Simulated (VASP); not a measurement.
# Sr (Fm-3m) in VASP: notebook

The runs below take Sr through single point, relaxation of cell and atoms, with LDA.

Program: VASP 6.6.1. These are calculated values, not measurements. Logs are shortened: lines on timing, memory, paths and dates and some standing lists are left out, and cuts for length are marked.

**1. The cell of the first run**

The structure is cubic, space group Fm-3m (No. 225). Conventional cell: a = 5.789 Å, b = 5.789 Å, c = 5.789 Å, α = 90.00°, β = 90.00°, γ = 90.00°. Sr (site symmetry m-3m) has 12 Sr at 4.09 Å within 5.4 Å.

**2. Single point, LDA**

Input file INCAR:

```
PREC     = Accurate       # precision mode
ENCUT    = 520            # plane-wave cutoff, eV
EDIFF    = 1E-6           # SCF threshold, eV
ISMEAR   = 1              # smearing method
SIGMA    = 0.05           # smearing width, eV
LREAL    = False          # projectors in reciprocal space
LASPH    = True           # aspherical terms in the spheres
NELM     = 60             # most SCF steps
ALGO     = Normal         # electronic algorithm
ISIF     = 2              # what is computed and relaxed
LWAVE    = False          # write WAVECAR
LCHARG   = False          # write CHGCAR
NBANDS   = 11             # bands
```

Input file KPOINTS:

```
regular mesh
0
Gamma
  13 13 13
```

Input file POSCAR:

```
Sr
1.0
    0.0000000000      2.8946505461      2.8946505461
    2.8946505461      0.0000000000      2.8946505461
    2.8946505461      2.8946505461      0.0000000000
Sr
1
Direct
    0.0000000000      0.0000000000      0.0000000000
```

Potentials or basis: VASP PAW LDA potentials, release 64 (Sr_sv).

On the command line:

```bash
$ cat potpaw_LDA.64/Sr_sv/POTCAR > POTCAR
$ mpirun -np 1 vasp_std > vasp.out
```

OUTCAR:

```text
PREC = Accurate
   ENCUT = 520
   EDIFF = 1E-6
   ISMEAR = 1
   LREAL = False
   LASPH = True
   NELM = 60
   ISIF = 2

 ion  position               nearest neighbor table
   1  0.000  0.000  0.000-

  LATTYP: Found a face centered cubic cell.
 ALAT       =     5.7893010922

  Lattice vectors:

 A1 = (   0.0000000000,   2.8946505461,   2.8946505461)
 A2 = (   2.8946505461,   0.0000000000,   2.8946505461)
 A3 = (   2.8946505461,   2.8946505461,   0.0000000000)

Analysis of symmetry for initial positions (statically):
=====================================================================
 Subroutine PRICEL returns:
 Original cell was already a primitive cell.

 Routine SETGRP: Setting up the symmetry group for a
 face centered cubic supercell.

 Subroutine GETGRP returns: Found 48 space group operations
 (whereof 48 operations were pure point group operations)
 out of a pool of 48 trial point group operations.

The static configuration has the point symmetry O_h .

Analysis of symmetry for dynamics (positions and initial velocities):
=====================================================================
 Subroutine PRICEL returns:
 Original cell was already a primitive cell.

 Routine SETGRP: Setting up the symmetry group for a
 face centered cubic supercell.

 Subroutine GETGRP returns: Found 48 space group operations
 (whereof 48 operations were pure point group operations)
 out of a pool of 48 trial point group operations.

The dynamic configuration has the point symmetry O_h .

 Subroutine INISYM returns: Found 48 space group operations
 (whereof 48 operations are pure point group operations),
 and found     1 'primitive' translations

----------------------------------------------------------------------------------------

                                     Primitive cell

  volume of cell :      48.5086

  direct lattice vectors                    reciprocal lattice vectors
     0.000000000  2.894650546  2.894650546    -0.172732422  0.172732422  0.172732422
     2.894650546  0.000000000  2.894650546     0.172732422 -0.172732422  0.172732422
     2.894650546  2.894650546  0.000000000     0.172732422  0.172732422 -0.172732422

  length of vectors
     4.093654061  4.093654061  4.093654061     0.299181331  0.299181331  0.299181331

  position of ions in fractional coordinates (direct lattice)
     0.000000000  0.000000000  0.000000000

  ion indices of the primitive-cell ions
   primitive index   ion index
                 1           1

----------------------------------------------------------------------------------------

 KPOINTS: regular mesh
[... 78 lines left out ...]
   PSTRESS=    0.0 pullay stress
   NELECT =      10.0000    total number of electrons
   NUPDOWN=      -1.0000    fix difference up-down
   EMIN   =  10.00;   EMAX   =-10.00  energy-range for DOS
   EFERMI =   0.00;   METHOD = LEGACY
   ISMEAR =     1;   SIGMA  =   0.05  broadening in eV -4-tet -1-fermi 0-gaus
   EFERMI_NEDOS =   21; number of points for ismear=-14 and -15
   IALGO  =     38    algorithm
   IMIX   =      4    mixing-type and parameters
     AMIX     =   0.40;   BMIX     =  1.00
     AMIX_MAG =   1.60;   BMIX_MAG =  1.00
  volume/ion in A,a.u.               =      48.51       327.35
  Fermi-wavevector in a.u.,A,eV,Ry     =   0.967094  1.827543 12.725132  0.935271
  Thomas-Fermi vector in A             =   2.096951
   LORBIT       =      0    0 simple, 1 ext, 2 COOP (PROOUT), +10 PAW based schemes
   GGA     = CA    functional components
   LHFCALC =     F    Hartree Fock is set to
   AEXX    =    0.0000 exact exchange contribution
   IVDW    =     0    specifies the selected vdW correction
   LEPSILON=     F    determine dielectric tensor
   LRPA    =     F    only Hartree local field effects (RPA)
 non-spin polarized calculation
 Methfessel and Paxton  Order N= 1 SIGMA  =   0.05
  energy-cutoff  :      520.00
  volume of cell :       48.51
 maximum number of plane-waves:      1325
   NGX = 15   NGY = 15   NGZ = 15

 number of electron      10.0000000 magnetization

 Free energy of the ion-electron system (eV)
  ---------------------------------------------------
  ext. energy  EPLUGINS =         0.00000000
  ---------------------------------------------------
  free energy    TOTEN  =        -1.89724452 eV

  energy without entropy =       -1.89708953  energy(sigma->0) =       -1.89719286

 E-fermi :   1.8906     XC(G=0):  -7.9599

 val. band max:        1.8750062613   @ k =  -0.3077   0.3846   0.1538
 cond. band min:       1.8913681440   @ k =  -0.3846   0.3077   0.0000
 fundamental gap:      0.0163618827
 Fermi energy:         1.8905610343

 k-point     1 :       0.0000    0.0000    0.0000
  band No.  band energies     occupation
      1     -34.3574      2.00000
      2     -16.3094      2.00000
      3     -16.3094      2.00000
      4     -16.3094      2.00000
      5      -1.9818      2.00000
      6       4.2388      0.00000
      7       4.2388      0.00000
      8       4.2388      0.00000
      9       5.9082      0.00000
     10       5.9082      0.00000
     11       9.4259      0.00000
[... 309 lines left out ...]
 k-point    24 :       0.4615    0.1538    0.0000
  band No.  band energies     occupation
      1     -34.3307      2.00000
      2     -16.5824      2.00000
      3     -16.3854      2.00000
      4     -16.3673      2.00000
      5       0.6505      2.00000
      6       2.2734     -0.00000
      7       3.5907      0.00000
      8       4.4820      0.00000
      9       6.5807      0.00000
     10       7.1637      0.00000
     11       8.1319      0.00000

 [... further k-points ...]

------------------------ aborting loop because EDIFF is reached ----------------------------------------

  FORCE on cell =-STRESS in cart. coord.  units (eV):
  Direction    XX          YY          ZZ          XY          YZ          ZX
  --------------------------------------------------------------------------------------
  -------------------------------------------------------------------------------------
  Total       -0.0017456     -0.0017456     -0.0017456     -0.0000000     -0.0000000      0.0000000
  in kB       -0.0576562     -0.0576562     -0.0576562     -0.0000000     -0.0000000      0.0000000
  external PRESSURE =      -0.0576562 kB  Pullay stress =       0.0000000 kB

 VOLUME and BASIS-vectors are now :
 -----------------------------------------------------------------------------
  energy-cutoff  :      520.00
  volume of cell :       48.51
      direct lattice vectors                 reciprocal lattice vectors
     0.000000000  2.894650546  2.894650546    -0.172732422  0.172732422  0.172732422
     2.894650546  0.000000000  2.894650546     0.172732422 -0.172732422  0.172732422
     2.894650546  2.894650546  0.000000000     0.172732422  0.172732422 -0.172732422

 POSITION                                       TOTAL-FORCE (eV/Angst)
 -----------------------------------------------------------------------------------
      0.00000      0.00000      0.00000         0.000000      0.000000      0.000000
 -----------------------------------------------------------------------------------
    total drift:                               -0.000000     -0.000000      0.000000

  FREE ENERGIE OF THE ION-ELECTRON SYSTEM (eV)
  ---------------------------------------------------
  free  energy   TOTEN  =        -1.8972445215 eV

  energy  without entropy=       -1.8970895299  energy(sigma->0) =       -1.89719286
```

OSZICAR:

```text
N       E                     dE             d eps       ncg     rms          rms(c)
DAV:   1     0.338792192351E+02    0.33879E+02   -0.48860E+03  1848   0.798E+02
DAV:   2    -0.348710067060E+00   -0.34228E+02   -0.33685E+02  2146   0.155E+02
DAV:   3    -0.182869481162E+01   -0.14800E+01   -0.14662E+01  2678   0.235E+01
DAV:   4    -0.190331521224E+01   -0.74620E-01   -0.74531E-01  2342   0.471E+00
DAV:   5    -0.190527224782E+01   -0.19570E-02   -0.19570E-02  2579   0.573E-01    0.120E+01
DAV:   6    -0.190042194899E+01    0.48503E-02   -0.58364E-03  2208   0.891E-01    0.683E+00
DAV:   7    -0.189728273175E+01    0.31392E-02   -0.10419E-02  2657   0.111E+00    0.246E-01
DAV:   8    -0.189722742629E+01    0.55305E-04   -0.56230E-04  2549   0.141E-01    0.568E-02
DAV:   9    -0.189724380252E+01   -0.16376E-04   -0.51793E-05  2743   0.415E-02    0.217E-02
DAV:  10    -0.189724452154E+01   -0.71902E-06   -0.47045E-06  2384   0.181E-02
   1 F= -.18972445E+01 E0= -.18971929E+01  d E =-.154992E-03
```

stdout:

```text
POSCAR found type information on POSCAR Sr
 POSCAR found :  1 types and       1 ions
 scaLAPACK will be used
 LDA part: xc-table for (Slater(with rela. corr.)+CA(PZ))
 , standard interpolation
 POSCAR, INCAR and KPOINTS ok, starting setup
 FFT: planning ... GRIDC
 FFT: planning ... GRID_SOFT
 FFT: planning ... GRID
 WAVECAR not read
 entering main loop
```

Wall time 18 s (1 thread of Intel Xeon 6975P-C (Granite Rapids), shared host); peak memory 0.17 GiB.

What came out:

```yaml
Free_energy: -1.8972 eV
Pressure: 0.0 GPa
```

**3. Relaxation of cell and atoms, LDA**

This run uses another cell than the first one, of 56.32 Å³/atom.

Input file INCAR:

```
PREC = Accurate ; ENCUT = 600
EDIFF = 1E-6 ; ISMEAR = 1
SIGMA = 0.05 ; LREAL = F
LASPH = T ; NELM = 100
ALGO = Normal ; ISIF = 3
LWAVE = F ; LCHARG = F
GGA = CA ; IBRION = 2
NSW = 80 ; EDIFFG = -0.02
```

Input file KPOINTS:

```
Automatic mesh
0
Gamma
  13 13 13
```

Input file POSCAR:

```
Sr
1.0
    0.0000000000      3.0423500000      3.0423500000
    3.0423500000      0.0000000000      3.0423500000
    3.0423500000      3.0423500000      0.0000000000
Sr
1
Direct
    0.0000000000      0.0000000000      0.0000000000
```

Potentials or basis: VASP PAW LDA potentials, release 64 (Sr_sv).

On the command line:

```bash
$ cat potpaw_LDA.64/Sr_sv/POTCAR > POTCAR
$ mpirun -np 1 vasp_std > vasp.out
```

OUTCAR:

```text
PREC = Accurate
   ENCUT = 600
   EDIFF = 1E-6
   ISMEAR = 1
   LREAL = F
   LASPH = T
   NELM = 100
   ISIF = 3
   GGA = CA
   IBRION = 2
   NSW = 80
   EDIFFG = -0.02

 ion  position               nearest neighbor table
   1  0.000  0.000  0.000-

  LATTYP: Found a face centered cubic cell.
 ALAT       =     6.0847000000

  Lattice vectors:

 A1 = (   0.0000000000,   3.0423500000,   3.0423500000)
 A2 = (   3.0423500000,   0.0000000000,   3.0423500000)
 A3 = (   3.0423500000,   3.0423500000,   0.0000000000)

Analysis of symmetry for initial positions (statically):
=====================================================================
 Subroutine PRICEL returns:
 Original cell was already a primitive cell.

[... 288 lines left out ...]
 Fermi energy:         1.8961602960

 k-point     1 :       0.0000    0.0000    0.0000
  band No.  band energies     occupation
      1     -34.3488      2.00000
      2     -16.3006      2.00000
      3     -16.3006      2.00000
      4     -16.3006      2.00000
      5      -1.9779      2.00000
      6       4.2461      0.00000
      7       4.2461      0.00000
      8       4.2461      0.00000
      9       5.9183      0.00000
[... 265 lines left out ...]
 k-point    24 :       0.4615    0.1538    0.0000
  band No.  band energies     occupation
      1     -34.3220      2.00000
      2     -16.5750      2.00000
      3     -16.3769      2.00000
      4     -16.3587      2.00000
      5       0.6566      2.00000
      6       2.2802     -0.00000
      7       3.5973      0.00000
      8       4.4898      0.00000
      9       6.5924      0.00000

 [... further k-points ...]

------------------------ aborting loop because EDIFF is reached ----------------------------------------

  FORCE on cell =-STRESS in cart. coord.  units (eV):
  Direction    XX          YY          ZZ          XY          YZ          ZX
  --------------------------------------------------------------------------------------
  -------------------------------------------------------------------------------------
  Total        0.0066678      0.0066678      0.0066678      0.0000000     -0.0000000      0.0000000
  in kB        0.2205785      0.2205785      0.2205785      0.0000000     -0.0000000      0.0000000
  external PRESSURE =       0.2205785 kB  Pullay stress =       0.0000000 kB
[... 16 lines left out ...]
  FREE ENERGIE OF THE ION-ELECTRON SYSTEM (eV)
  ---------------------------------------------------
  free  energy   TOTEN  =        -1.8974444791 eV

  energy  without entropy=       -1.8972890907  energy(sigma->0) =       -1.89739268

 reached required accuracy - stopping structural energy minimisation
```

OSZICAR:

```text
N       E                     dE             d eps       ncg     rms          rms(c)
DAV:   1     0.412006709432E+02    0.41201E+02   -0.53622E+03  1512   0.109E+03
DAV:   2     0.695936837141E-01   -0.41131E+02   -0.40546E+02  1649   0.179E+02
DAV:   3    -0.178542694125E+01   -0.18550E+01   -0.18448E+01  2242   0.312E+01
[... 32 lines left out ...]
DAV:   3    -0.189721676058E+01    0.13726E-02   -0.47970E-03  2283   0.471E-01    0.165E-01
DAV:   4    -0.189734673405E+01   -0.12997E-03   -0.22635E-04  2656   0.103E-01    0.843E-02
DAV:   5    -0.189744663760E+01   -0.99904E-04   -0.44042E-04  2208   0.124E-01    0.154E-02
DAV:   6    -0.189744533419E+01    0.13034E-05   -0.32221E-06  1554   0.167E-02    0.901E-03
DAV:   7    -0.189744447908E+01    0.85511E-06   -0.38120E-06  1940   0.103E-02
   4 F= -.18974445E+01 E0= -.18973927E+01  d E =-.450033E-01
```

It took 61 s on 1 thread of Intel Xeon 6975P-C (Granite Rapids), shared host; peak memory 0.2 GiB.

What came out:

- Free energy: -1.8974 eV
- Relaxed volume: 48.43 Å³/atom
- Relaxed cell: a = 4.091 Å, b = 4.091 Å, c = 4.091 Å, α = 60.00°, β = 60.00°, γ = 60.00°
- Space group after relaxing (to 0.1 Å): Fm-3m (No. 225)
- Energy gained by relaxing: 45.0 meV/atom
- Ionic steps: 4
- Pressure after relaxing: 0.0 GPa

The path:
```
step  energy change (eV)  largest force (eV/Å)  pressure (GPa)  volume (Å³)
   1              0.0000                0.0000           -1.65        56.32
   2             -0.0363                0.0000           -0.83        51.73
   3             -0.0449                0.0000           -0.12        48.86
   4             -0.0450                0.0000            0.02        48.43
```

Final structure:
```yaml
crystal:
  lattice:
    - [0.00000, 2.89312, 2.89312]
    - [2.89312, 0.00000, 2.89312]
    - [2.89312, 2.89312, 0.00000]
  atoms:
    - { symbol: Sr, position: [0.00000, 0.00000, 0.00000] }
```

LDA usually gives volumes a few per cent too small. Zero-point motion and thermal expansion aren't in these numbers.
